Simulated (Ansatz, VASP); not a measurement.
**One calculation of NaLu, two programs**

```xyz
2
Lattice="0.0000 3.1795 3.1795 3.1795 0.0000 3.1795 3.1795 3.1795 0.0000" Properties=species:S:1:pos:R:3 pbc="T T T"
Na    3.1795    3.1795    3.1795
Lu    0.0000    0.0000    0.0000
```

Change from the starting cell: species swapped into the LaTe type (Fm-3m, No. 225).

Alike in both runs: functional PBE; k mesh 16 × 16 × 16; occupations gaussian, width 0.1 eV; no spin polarisation.

Ansatz relaxed the structure, and its values are those at the end. VASP's run is a single point on that final structure, the one shown.

```csv
,VASP,Ansatz
version,VASP 6.6.1,Ansatz 0.2.0
potentials or method,"VASP PAW PBE potentials, release 64 (Na_pv, Lu), cutoff 520 eV","scalar-relativistic, plane waves, PAW"
valence electrons in the cell,32,34
```

```tsv
	VASP	Ansatz	Ansatz less VASP
gap on the k mesh at the Fermi level (eV)	none	none	-
pressure (GPa)	-0.3	0.0	+0.33
```

A gap of «none» marks a metal or a gap that the smearing closes. The functional is the same, so the differences come from potentials, cutoffs and numerics. VASP's potentials hold 32 valence electrons a cell and Ansatz's 34, so a difference there can come from the potentials and not from the codes.

Spin-orbit coupling is off throughout.
